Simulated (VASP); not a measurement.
# GaAs (F-43m) in VASP: notebook

GaAs is run at these levels: LDA; tasks: single point, relaxation of cell and atoms.

All numbers are computed with VASP 6.6.1; they aren't measurements. Logs are shortened: lines on timing, memory, paths and dates and some standing lists are left out, and cuts for length are marked.

### Step 1. The cell of the first run

It takes space group F-43m (No. 216, cubic). The conventional cell has a = 5.653 Å, b = 5.653 Å, c = 5.653 Å, α = 90.00°, β = 90.00°, γ = 90.00°. Ga (site symmetry -43m) has 4 As at 2.45 Å within 3.2 Å. As (site symmetry -43m) has 4 Ga at 2.45 Å within 3.2 Å.

### Step 2. Single point, LDA

Contents of INCAR:

```
PREC = Accurate
ENCUT = 500
EDIFF = 1E-6
ISMEAR = 0
SIGMA = 0.1
LREAL = False
LASPH = True
NELM = 120
ALGO = Normal
ISIF = 2
LWAVE = False
LCHARG = True
GGA = CA
LELF = True
LVHAR = True
NBANDS = 16
GGA_COMPAT = False
```

Contents of KPOINTS:

```
regular mesh
0
Gamma
  6 6 6
```

Contents of POSCAR:

```
GaAs
1.0
    0.0000000000      2.8265000000      2.8265000000
    2.8265000000      0.0000000000      2.8265000000
    2.8265000000      2.8265000000      0.0000000000
Ga As
1 1
Direct
    0.0000000000      0.0000000000      0.0000000000
    0.2500000000      0.2500000000      0.2500000000
```

Potentials or basis: VASP PAW LDA potentials, release 64 (Ga_d, As).

The run is started by

```sh
> cat potpaw_LDA.64/Ga_d/POTCAR potpaw_LDA.64/As/POTCAR > POTCAR
> mpirun -np 1 vasp_std > vasp.out
```

OUTCAR:

```text
PREC = Accurate
   ENCUT = 500
   EDIFF = 1E-6
   ISMEAR = 0
   LREAL = False
   LASPH = True
   NELM = 120
   ISIF = 2
   GGA = CA

 ion  position               nearest neighbor table
   1  0.000  0.000  0.000-   2 2.45   2 2.45   2 2.45   2 2.45
   2  0.250  0.250  0.250-   1 2.45   1 2.45   1 2.45   1 2.45

  LATTYP: Found a face centered cubic cell.
 ALAT       =     5.6530000000

  Lattice vectors:

 A1 = (   0.0000000000,   2.8265000000,   2.8265000000)
 A2 = (   2.8265000000,   0.0000000000,   2.8265000000)
 A3 = (   2.8265000000,   2.8265000000,   0.0000000000)

Analysis of symmetry for initial positions (statically):
=====================================================================
 Subroutine PRICEL returns:
 Original cell was already a primitive cell.

 Routine SETGRP: Setting up the symmetry group for a
 face centered cubic supercell.

 Subroutine GETGRP returns: Found 24 space group operations
 (whereof 24 operations were pure point group operations)
 out of a pool of 48 trial point group operations.

The static configuration has the point symmetry T_d .

Analysis of symmetry for dynamics (positions and initial velocities):
=====================================================================
 Subroutine PRICEL returns:
 Original cell was already a primitive cell.

 Routine SETGRP: Setting up the symmetry group for a
 face centered cubic supercell.

 Subroutine GETGRP returns: Found 24 space group operations
 (whereof 24 operations were pure point group operations)
 out of a pool of 48 trial point group operations.

The dynamic configuration has the point symmetry T_d .

 Subroutine INISYM returns: Found 24 space group operations
 (whereof 24 operations are pure point group operations),
 and found     1 'primitive' translations

----------------------------------------------------------------------------------------

                                     Primitive cell

  volume of cell :      45.1624

  direct lattice vectors                    reciprocal lattice vectors
     0.000000000  2.826500000  2.826500000    -0.176897223  0.176897223  0.176897223
     2.826500000  0.000000000  2.826500000     0.176897223 -0.176897223  0.176897223
     2.826500000  2.826500000  0.000000000     0.176897223  0.176897223 -0.176897223

  length of vectors
     3.997274634  3.997274634  3.997274634     0.306394977  0.306394977  0.306394977

  position of ions in fractional coordinates (direct lattice)
     0.000000000  0.000000000  0.000000000
     0.250000000  0.250000000  0.250000000

  ion indices of the primitive-cell ions
   primitive index   ion index
                 1           1
                 2           2

----------------------------------------------------------------------------------------

 KPOINTS: regular mesh

Automatic generation of k-mesh.
 Grid dimensions read from file:
 generate k-points for:    6    6    6

 Generating k-lattice:

  Cartesian coordinates                     Fractional coordinates (reciprocal lattice)
    -0.029482870  0.029482870  0.029482870     0.166666667  0.000000000  0.000000000
     0.029482870 -0.029482870  0.029482870     0.000000000  0.166666667  0.000000000
     0.029482870  0.029482870 -0.029482870     0.000000000  0.000000000  0.166666667

  Length of vectors
     0.051065830  0.051065830  0.051065830

  Shift w.r.t. Gamma in fractional coordinates (k-lattice)
     0.000000000  0.000000000  0.000000000

 Subroutine IBZKPT returns following result:
 ===========================================

 Found     16 irreducible k-points:

 Following reciprocal coordinates:
            Coordinates               Weight
  0.000000  0.000000  0.000000      1.000000
  0.166667  0.000000  0.000000      8.000000
  0.333333  0.000000  0.000000      8.000000
  0.500000  0.000000  0.000000      4.000000
  0.166667  0.166667  0.000000      6.000000
  0.333333  0.166667  0.000000     24.000000
[... 8 lines left out ...]
 -0.333333  0.333333  0.166667     24.000000
 -0.333333  0.500000  0.166667     12.000000
   k-points           NKPTS =     16   k-points in BZ     NKDIM =     16   number of bands    NBANDS=     16
   number of dos      NEDOS =    301   number of ions     NIONS =      2
   total plane-waves  NPLWV =  27000
   dimension x,y,z NGX =    30 NGY =   30 NGZ =   30
   dimension x,y,z NGXF=    60 NGYF=   60 NGZF=   60
   ions per type =               1   1
   NGX,Y,Z   is equivalent  to a cutoff of  12.48, 12.48, 12.48 a.u.
   NGXF,Y,Z  is equivalent  to a cutoff of  24.95, 24.95, 24.95 a.u.
 SYSTEM =  unknown system
   PREC   = accura    normal or accurate (medium, high low for compatibility)
   ISTART =      0    job   : 0-new  1-cont  2-samecut
   ICHARG =      2    charge: 1-file 2-atom 10-const
   ISPIN  =      1    spin polarized calculation?
   LNONCOLLINEAR =      F non collinear calculations
   LSORBIT =      F    spin-orbit coupling
   LASPH  =      T    aspherical Exc in radial PAW
   ENCUT  =  500.0 eV  36.75 Ry    6.06 a.u.   7.29  7.29  7.29*2*pi/ulx,y,z
   NELM   =    120;   NELMIN=  2; NELMDL= -5     # of ELM steps
   EDIFF  = 0.1E-05   stopping-criterion for ELM
   LREAL  =      F    real-space projection
   EDIFFG = 0.1E-04   stopping-criterion for IOM
   NSW    =      0    number of steps for IOM
   IBRION =     -1    ionic relax: 0-MD 1-quasi-New 2-CG
   NFREE  =      0    steps in history (QN), initial steepest desc. (CG)
   ISIF   =      2    stress and relaxation
   ISYM   =      2    0-nonsym 1-usesym 2-fastsym
   POTIM  = 0.5000    time-step for ionic-motion
   TEBEG  =    0.0;   TEEND  =   0.0 temperature during run
   PSTRESS=    0.0 pullay stress
   NELECT =      18.0000    total number of electrons
   NUPDOWN=      -1.0000    fix difference up-down
   EMIN   =  10.00;   EMAX   =-10.00  energy-range for DOS
   EFERMI =   0.00;   METHOD = LEGACY
   ISMEAR =     0;   SIGMA  =   0.10  broadening in eV -4-tet -1-fermi 0-gaus
   EFERMI_NEDOS =   21; number of points for ismear=-14 and -15
   IALGO  =     38    algorithm
   IMIX   =      4    mixing-type and parameters
     AMIX     =   0.40;   BMIX     =  1.00
     AMIX_MAG =   1.60;   BMIX_MAG =  1.00
  volume/ion in A,a.u.               =      22.58       152.39
  Fermi-wavevector in a.u.,A,eV,Ry     =   1.204777  2.276698 19.748689  1.451488
  Thomas-Fermi vector in A             =   2.340492
   LORBIT       =      0    0 simple, 1 ext, 2 COOP (PROOUT), +10 PAW based schemes
   GGA     = CA    functional components
   LHFCALC =     F    Hartree Fock is set to
   AEXX    =    0.0000 exact exchange contribution
   IVDW    =     0    specifies the selected vdW correction
   LEPSILON=     F    determine dielectric tensor
   LRPA    =     F    only Hartree local field effects (RPA)
 non-spin polarized calculation
 Gauss-broadening in eV      SIGMA  =   0.10
  energy-cutoff  :      500.00
  volume of cell :       45.16
 maximum number of plane-waves:      1167
 NGX is ok and might be reduce to    30
   NGX = 15   NGY = 15   NGZ = 15

 number of electron      17.9999995 magnetization

 Free energy of the ion-electron system (eV)
  ---------------------------------------------------
  ext. energy  EPLUGINS =         0.00000000
  ---------------------------------------------------
  free energy    TOTEN  =        -9.60976376 eV

  energy without entropy =       -9.60970582  energy(sigma->0) =       -9.60973479

 E-fermi :   3.9939     XC(G=0):  -9.9114

 val. band max:        3.8141321675   @ k =   0.0000   0.0000   0.0000
 cond. band min:       4.1445716726   @ k =   0.0000   0.0000   0.0000
 fundamental gap:      0.3304395052
 Fermi energy:         3.9938733575

 k-point     1 :       0.0000    0.0000    0.0000
  band No.  band energies     occupation
      1     -11.1283      2.00000
      2     -11.1283      2.00000
      3     -11.1283      2.00000
      4     -11.0504      2.00000
      5     -11.0504      2.00000
      6      -8.9541      2.00000
[... 8 lines left out ...]
     15      13.9786      0.00000
     16      13.9786      0.00000

 k-point     2 :       0.1667    0.0000    0.0000
  band No.  band energies     occupation
      1     -11.1496      2.00000
      2     -11.1224      2.00000
      3     -11.1224      2.00000
      4     -11.0506      2.00000
      5     -11.0506      2.00000
      6      -8.6343      2.00000
[... 8 lines left out ...]
     15      12.8374      0.00000
     16      12.8374      0.00000

 k-point     3 :       0.3333    0.0000    0.0000
  band No.  band energies     occupation
      1     -11.1874      2.00000
      2     -11.1128      2.00000
      3     -11.1128      2.00000
      4     -11.0488      2.00000
      5     -11.0488      2.00000
      6      -7.8067      2.00000
[... 8 lines left out ...]
     15      13.4469      0.00000
     16      13.4469      0.00000

 k-point     4 :       0.5000    0.0000    0.0000
  band No.  band energies     occupation
      1     -11.2046      2.00000
      2     -11.1092      2.00000
      3     -11.1092      2.00000
      4     -11.0466      2.00000
      5     -11.0466      2.00000
      6      -7.1876      2.00000
[... 8 lines left out ...]
     15      15.6251      0.00000
     16      15.6251      0.00000

 k-point     5 :       0.1667    0.1667    0.0000
  band No.  band energies     occupation
      1     -11.1613      2.00000
      2     -11.1166      2.00000
      3     -11.1166      2.00000
      4     -11.0556      2.00000
      5     -11.0473      2.00000
      6      -8.5276      2.00000
[... 8 lines left out ...]
     15      13.2572      0.00000
     16      14.4265      0.00000

 k-point     6 :       0.3333    0.1667    0.0000
  band No.  band energies     occupation
      1     -11.1907      2.00000
      2     -11.1081      2.00000
      3     -11.1057      2.00000
      4     -11.0585      2.00000
      5     -11.0448      2.00000
      6      -7.8567      2.00000
[... 8 lines left out ...]
     15      14.4200      0.00000
     16      14.7318      0.00000

 k-point     7 :       0.5000    0.1667    0.0000
  band No.  band energies     occupation
      1     -11.2088      2.00000
      2     -11.1053      2.00000
      3     -11.1012      2.00000
      4     -11.0542      2.00000
      5     -11.0453      2.00000
      6      -7.0566      2.00000
[... 8 lines left out ...]
     15      15.2210      0.00000
     16      15.6566      0.00000

 k-point     8 :      -0.3333    0.1667    0.0000
  band No.  band energies     occupation
      1     -11.2022      2.00000
      2     -11.1066      2.00000
      3     -11.1050      2.00000
      4     -11.0508      2.00000
      5     -11.0492      2.00000
      6      -7.2835      2.00000
[... 8 lines left out ...]
     15      13.6663      0.00000
     16      15.4550      0.00000

 k-point     9 :      -0.1667    0.1667    0.0000
  band No.  band energies     occupation
      1     -11.1753      2.00000
      2     -11.1156      2.00000
      3     -11.1125      2.00000
      4     -11.0534      2.00000
      5     -11.0484      2.00000
      6      -8.1376      2.00000
[... 8 lines left out ...]
     15      13.5647      0.00000
     16      14.2772      0.00000

 k-point    10 :       0.3333    0.3333    0.0000
  band No.  band energies     occupation
      1     -11.2139      2.00000
      2     -11.0924      2.00000
      3     -11.0924      2.00000
      4     -11.0686      2.00000
      5     -11.0409      2.00000
      6      -7.3951      2.00000
[... 8 lines left out ...]
     15      15.7447      0.00000
     16      16.6788      0.00000

 k-point    11 :       0.5000    0.3333    0.0000
  band No.  band energies     occupation
      1     -11.2254      2.00000
      2     -11.0905      2.00000
      3     -11.0863      2.00000
      4     -11.0681      2.00000
      5     -11.0410      2.00000
      6      -6.7016      2.00000
[... 8 lines left out ...]
     15      16.0643      0.00000
     16      16.5634      0.00000

 k-point    12 :      -0.3333    0.3333    0.0000
  band No.  band energies     occupation
      1     -11.2179      2.00000
      2     -11.0988      2.00000
      3     -11.0915      2.00000
      4     -11.0586      2.00000
      5     -11.0472      2.00000
      6      -6.6368      2.00000
[... 8 lines left out ...]
     15      13.4444      0.00000
     16      17.9077      0.00000

 k-point    13 :       0.5000    0.5000    0.0000
  band No.  band energies     occupation
      1     -11.2360      2.00000
      2     -11.0799      2.00000
      3     -11.0799      2.00000
      4     -11.0758      2.00000
      5     -11.0378      2.00000
      6      -6.4452      2.00000
[... 8 lines left out ...]
     15      16.9454      0.00000
     16      17.1328      0.00000

 k-point    14 :       0.5000    0.3333    0.1667
  band No.  band energies     occupation
      1     -11.2104      2.00000
      2     -11.1017      2.00000
      3     -11.0948      2.00000
      4     -11.0607      2.00000
      5     -11.0445      2.00000
      6      -7.1427      2.00000
[... 8 lines left out ...]
     15      14.8233      0.00000
     16      16.8070      0.00000

 k-point    15 :      -0.3333    0.3333    0.1667
  band No.  band energies     occupation
      1     -11.2176      2.00000
      2     -11.1012      2.00000
      3     -11.0899      2.00000
      4     -11.0584      2.00000
      5     -11.0469      2.00000
      6      -6.6358      2.00000
[... 8 lines left out ...]
     15      15.8749      0.00000
     16      16.4813      0.00000

 k-point    16 :      -0.3333    0.5000    0.1667
  band No.  band energies     occupation
      1     -11.2265      2.00000
      2     -11.0932      2.00000
      3     -11.0839      2.00000
      4     -11.0652      2.00000
      5     -11.0434      2.00000
      6      -6.4017      2.00000
[... 8 lines left out ...]
     15      15.9628      0.00000
     16      17.0412      0.00000

------------------------ aborting loop because EDIFF is reached ----------------------------------------

  FORCE on cell =-STRESS in cart. coord.  units (eV):
  Direction    XX          YY          ZZ          XY          YZ          ZX
  --------------------------------------------------------------------------------------
  -------------------------------------------------------------------------------------
  Total       -0.4570620     -0.4570620     -0.4570620      0.0000000      0.0000000      0.0000000
  in kB      -16.2146942    -16.2146942    -16.2146942      0.0000000      0.0000000      0.0000000
  external PRESSURE =     -16.2146942 kB  Pullay stress =       0.0000000 kB

 VOLUME and BASIS-vectors are now :
 -----------------------------------------------------------------------------
  energy-cutoff  :      500.00
  volume of cell :       45.16
      direct lattice vectors                 reciprocal lattice vectors
     0.000000000  2.826500000  2.826500000    -0.176897223  0.176897223  0.176897223
     2.826500000  0.000000000  2.826500000     0.176897223 -0.176897223  0.176897223
     2.826500000  2.826500000  0.000000000     0.176897223  0.176897223 -0.176897223

 POSITION                                       TOTAL-FORCE (eV/Angst)
 -----------------------------------------------------------------------------------
      0.00000      0.00000      0.00000        -0.000000     -0.000000     -0.000000
      1.41325      1.41325      1.41325         0.000000      0.000000      0.000000
 -----------------------------------------------------------------------------------
    total drift:                               -0.000000     -0.000000     -0.000000

  FREE ENERGIE OF THE ION-ELECTRON SYSTEM (eV)
  ---------------------------------------------------
  free  energy   TOTEN  =        -9.6097637556 eV

  energy  without entropy=       -9.6097058219  energy(sigma->0) =       -9.60973479
```

Wall time 11 s (1 thread of AMD EPYC 7R13 (Zen 3), shared host); peak memory 0.12 GiB.

What came out:

```
Free energy            : -9.6098 eV
Pressure               : -1.6 GPa
Band gap on the k mesh : 0.33 eV
```

Levels at points of the mesh, in eV from the valence-band top:
```csv
k point,band 5,band 6,band 7,band 8,band 9,band 10,band 11,band 12,band 13,band 14
"(0.00, 0.00, 0.00)",-14.86,-12.77,0.00,0.00,0.00,0.33,3.67,3.67,3.67,7.34
"(0.50, 0.00, 0.00)",-14.86,-11.00,-6.70,-1.15,-1.15,0.86,4.57,4.57,7.56,10.20
"(0.50, 0.50, 0.00)",-14.85,-10.26,-6.88,-2.69,-2.69,1.33,1.55,10.04,10.04,10.79
```

[end of part 1 of 2]
